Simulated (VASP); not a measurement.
# GaN (P6_3mc) in VASP: notebook, part 3 of 3

VASP 6.6.1. The steps go on from the part before.

## Step 5: Single point, r2SCAN

This run uses another cell than the first one, of 11.37 Å³/atom, 0.912 times its volume.

Input file POSCAR:

```
GaN
1.0
    3.1831495727      0.0000000000      0.0000000000
   -1.5915747864      2.7566883940      0.0000000000
    0.0000000000      0.0000000000      5.1836255482
Ga N
2 2
Direct
    0.3333333333      0.6666666667     -0.0008868499
    0.6666666667      0.3333333333      0.4991131501
    0.3333333333      0.6666666667      0.3758868499
    0.6666666667      0.3333333333      0.8758868499
```

Input file INCAR.step1:

```
SYSTEM = GaN
  PREC = Accurate
  ENCUT = 520
  ISMEAR = 0
  SIGMA = 0.01
  LREAL = .FALSE.
  LASPH = .TRUE.
  NELM = 80
  NBANDS = 26
  GGA = PE
  ALGO = Normal
  EDIFF = 1E-4
  LWAVE = .TRUE.
  LCHARG = .FALSE.
```

Input file INCAR.step2:

```
SYSTEM = GaN
  PREC = Accurate
  ENCUT = 520
  EDIFF = 1E-6
  ISMEAR = 0
  SIGMA = 0.01
  LREAL = .FALSE.
  LASPH = .TRUE.
  NELM = 80
  ALGO = Normal
  ISIF = 2
  LWAVE = .FALSE.
  LCHARG = .FALSE.
  METAGGA = R2SCAN
  LMIXTAU = .TRUE.
  NBANDS = 26
  ISTART = 1
```

Input file KPOINTS:

```
Automatic mesh
0
G
  9 9 4
  0 0 0
```

Potentials or basis: VASP PAW PBE potentials, release 64 (Ga_d, N).

Started as:

```sh
$ cat potpaw_PBE.64/Ga_d/POTCAR potpaw_PBE.64/N/POTCAR > POTCAR
$ cp INCAR.step1 INCAR
$ mpirun -np 1 vasp_std > vasp.out
$ cp INCAR.step2 INCAR
$ mpirun -np 1 vasp_std > vasp.out
```

OUTCAR:

```text
SYSTEM = GaN
   PREC = Accurate
   ENCUT = 520
   EDIFF = 1E-6
   ISMEAR = 0
   LREAL = .FALSE.
   LASPH = .TRUE.
   NELM = 80
   ISIF = 2
   METAGGA = R2SCAN
   ISTART = 1

 ion  position               nearest neighbor table
   1  0.333  0.667  0.999-   4 1.95   4 1.95   4 1.95   3 1.95
   2  0.667  0.333  0.499-   3 1.95   3 1.95   3 1.95   4 1.95
   3  0.333  0.667  0.376-   2 1.95   2 1.95   2 1.95   1 1.95
   4  0.667  0.333  0.876-   1 1.95   1 1.95   1 1.95   2 1.95

  LATTYP: Found a hexagonal cell.
 ALAT       =     3.1831495727
 C/A-ratio  =     1.6284580507

[... 889 lines left out ...]

 [... further k-points ...]
[... 5 lines left out ...]
  --------------------------------------------------------------------------------------
  -------------------------------------------------------------------------------------
  Total        0.3153553      0.3153553      0.2779588     -0.0000000      0.0000000      0.0000000
  in kB       11.1079117     11.1079117      9.7906760     -0.0000000      0.0000000      0.0000000
  external PRESSURE =      10.6688331 kB  Pullay stress =       0.0000000 kB

 VOLUME and BASIS-vectors are now :
 -----------------------------------------------------------------------------
  energy-cutoff  :      520.00
  volume of cell :       45.49
      direct lattice vectors                 reciprocal lattice vectors
     3.183149573  0.000000000  0.000000000     0.314154260  0.181377047  0.000000000
    -1.591574786  2.756688394  0.000000000     0.000000000  0.362754094  0.000000000
     0.000000000  0.000000000  5.183625548     0.000000000  0.000000000  0.192915169

 POSITION                                       TOTAL-FORCE (eV/Angst)
 -----------------------------------------------------------------------------------
     -0.00000      1.83779      5.17903         0.000000     -0.000000      0.005053
      1.59157      0.91890      2.58722        -0.000000      0.000000      0.005053
     -0.00000      1.83779      1.94846         0.000000      0.000000     -0.005053
      1.59157      0.91890      4.54027         0.000000      0.000000     -0.005053
 -----------------------------------------------------------------------------------
    total drift:                                0.000002      0.000004      0.034529

  FREE ENERGIE OF THE ION-ELECTRON SYSTEM (eV)
  ---------------------------------------------------
  free  energy   TOTEN  =       -43.8206831297 eV

  energy  without entropy=      -43.8206831297  energy(sigma->0) =      -43.82068313
```

OSZICAR.step1:

```text
N       E                     dE             d eps       ncg     rms          rms(c)
DAV:   1     0.278800959055E+03    0.27880E+03   -0.17652E+04  2072   0.259E+03
DAV:   2     0.798273650939E+01   -0.27082E+03   -0.25612E+03  2016   0.487E+02
DAV:   3    -0.270975676725E+02   -0.35080E+02   -0.34559E+02  2258   0.142E+02
DAV:   4    -0.283042502658E+02   -0.12067E+01   -0.12007E+01  2196   0.282E+01
DAV:   5    -0.283290544464E+02   -0.24804E-01   -0.24775E-01  2326   0.380E+00    0.110E+01
DAV:   6    -0.242175223688E+02    0.41115E+01   -0.99885E+00  3088   0.492E+01    0.307E+00
DAV:   7    -0.243150013475E+02   -0.97479E-01   -0.14154E+00  1966   0.903E+00    0.271E+00
DAV:   8    -0.243098621850E+02    0.51392E-02   -0.14056E-01  3046   0.499E+00    0.768E-01
DAV:   9    -0.242964848640E+02    0.13377E-01   -0.44851E-02  3058   0.361E+00    0.337E-01
DAV:  10    -0.242970123015E+02   -0.52744E-03   -0.41365E-03  1984   0.404E-01    0.604E-02
DAV:  11    -0.242969898127E+02    0.22489E-04   -0.27599E-04  2032   0.315E-01
   1 F= -.24296990E+02 E0= -.24296990E+02  d E =-.135493E-26
```

It took 1.8 min on 1 thread of AMD EPYC 9R45 (Zen 5), shared host; peak memory 0.16 GiB.

What came out:

| Property | Result |
| --- | --- |
| Free energy | -43.8207 eV |
| Pressure | 1.1 GPa |
| Largest force | 0.005 eV/Å |
| Band gap on the k mesh | 2.34 eV, direct |

Forces in eV/Å, atoms in the order of the input:
```
Ga   0.000  0.000  0.005
Ga   0.000  0.000  0.005
N    0.000  0.000 -0.005
N    0.000  0.000 -0.005
```

Caveat: the PAW data sets were made with another functional, which shifts forces and pressure a little.

## Step 6: Single point, r2SCAN (volume changed by +3%)

Input file POSCAR:

```
GaN
1.0
    3.2146679549      0.0000000000      0.0000000000
   -1.6073339775      2.7839841137      0.0000000000
    0.0000000000      0.0000000000      5.2349519115
Ga N
2 2
Direct
    0.3333333333      0.6666666667     -0.0008868499
    0.6666666667      0.3333333333      0.4991131501
    0.3333333333      0.6666666667      0.3758868499
    0.6666666667      0.3333333333      0.8758868499
```

Input file INCAR.step1:

```
PREC = Accurate
ENCUT = 520
ISMEAR = 0
SIGMA = 0.01
LREAL = False
LASPH = True
NELM = 80
NBANDS = 26
GGA = PE
ALGO = Normal
EDIFF = 1E-4
LWAVE = True
LCHARG = False
```

Input file INCAR.step2:

```
PREC = Accurate
ENCUT = 520
EDIFF = 1E-6
ISMEAR = 0
SIGMA = 0.01
LREAL = False
LASPH = True
NELM = 80
ALGO = Normal
ISIF = 2
LWAVE = False
LCHARG = False
METAGGA = R2SCAN
LMIXTAU = True
NBANDS = 26
ISTART = 1
```

Input file KPOINTS:

```
regular mesh
0
Gamma
  9 9 4
```

Potentials or basis: VASP PAW PBE potentials, release 64 (Ga_d, N).

Started as:

```sh
$ cat potpaw_PBE.64/Ga_d/POTCAR potpaw_PBE.64/N/POTCAR > POTCAR
$ cp INCAR.step1 INCAR
$ mpirun -np 1 vasp_std > vasp.out
$ cp INCAR.step2 INCAR
$ mpirun -np 1 vasp_std > vasp.out
```

It took 1.9 min on 1 thread of AMD EPYC 9R45 (Zen 5), shared host; peak memory 0.16 GiB.

It converged, with:

- Free energy: -43.8068 eV
- Pressure: -4.5 GPa
- Band gap on the k mesh: 2.14 eV, direct

Levels at points of the mesh, in eV from the valence-band top:
| k point | band 16 | band 17 | band 18 | band 19 | band 20 | band 21 |
| --- | --- | --- | --- | --- | --- | --- |
| (0.00, 0.00, 0.00) | -0.03 | 0.00 | 0.00 | 2.14 | 4.61 | 9.78 |
| (0.00, 0.00, 0.50) | -0.53 | -0.53 | -0.53 | 4.57 | 4.57 | 9.01 |

Caveat: the cell differs from its parent crystal (volume changed by +3%); the PAW data sets were made with another functional, which shifts forces and pressure a little.

## Step 7: Overview

```tsv
level	cell	gap on the mesh (eV)	pressure (GPa)	largest force (eV/Å)
PBE	a = 3.282, b = 3.282, c = 5.346 Å, angles 90.0, 90.0, 120.0°, 4 atoms	1.33	-8.6	0.01
r2SCAN	a = 3.118, b = 3.118, c = 5.078 Å, angles 90.0, 90.0, 120.0°, 4 atoms	2.77	15.2	0.02
r2SCAN	a = 3.151, b = 3.151, c = 5.131 Å, angles 90.0, 90.0, 120.0°, 4 atoms	2.55	7.6	0.01
r2SCAN	a = 3.183, b = 3.183, c = 5.184 Å, angles 90.0, 90.0, 120.0°, 4 atoms	2.34	1.1	0.01
r2SCAN	a = 3.215, b = 3.215, c = 5.235 Å, angles 90.0, 90.0, 120.0°, 4 atoms	2.14	-4.5	-
```

Alike in all rows: task single point; potentials or basis VASP PAW PBE potentials, release 64 (Ga_d, N); no spin polarisation; k mesh 9 × 9 × 4; cutoff (eV) 520; smearing gaussian 0.01 eV.

Caveats: the PAW data sets were made with another functional, which shifts forces and pressure a little (some runs).

Total energies depend on the potentials used, so only differences within one code and one set of settings carry meaning.

## Step 8: How close it comes

Step 5. A measured gap of GaN is 3.503 eV (direct; quoted in “Studying electronic properties in GaN without electrical contacts using γ-γ vs e−-γ Perturbed Angular Correlations”, 2019, pmc:6823545); the calculated 2.34 eV misses it by -1.16 eV. Spin-orbit coupling on Ga is left out. The value is that of r2SCAN, without temperature or zero-point motion.
